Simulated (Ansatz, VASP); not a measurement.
**Ti2SiGe2: VASP beside Ansatz**

```
Ti Si Ge
1.0
     3.55792    0.00000    0.00000
    -1.77896    3.08125    0.00000
     0.00000    0.00000    7.90540
Ti Si Ge
2 1 2
Direct
  0.33333 0.66667 0.00000
  0.66667 0.33333 0.00000
  0.00000 0.00000 0.00000
  0.00000 0.00000 0.31985
  0.00000 0.00000 0.68015
```

Alike in both runs: task relaxation of cell and atoms; functional PBE; k mesh 6 × 6 × 2; occupations gaussian, width 0.1 eV; no spin polarisation.

|  | VASP | Ansatz |
| --- | --- | --- |
| version | VASP 6.6.1 | Ansatz 0.2.0 |
| potentials or method | VASP PAW PBE potentials, release 64 (Ti_sv, Si, Ge_d), cutoff 600 eV | scalar-relativistic, plane waves, PAW |
| valence electrons in the cell | 56 | 56 |

```tsv
	VASP	Ansatz	Ansatz less VASP
gap on the k mesh at the Fermi level, each at its own relaxed structure (eV)	none	none	-
relaxed volume (Å³/atom)	27.15	27.55	+0.397
relaxed cell length with the largest relative difference (Å)	8.031	8.107	+0.0760
```

A gap of «none» marks a metal or a gap that the smearing closes.

The k mesh is coarse, so the values compare programs but aren't converged. Noted on VASP's run: the volume moved by over 15 % at a fixed basis, so the end points are rough.
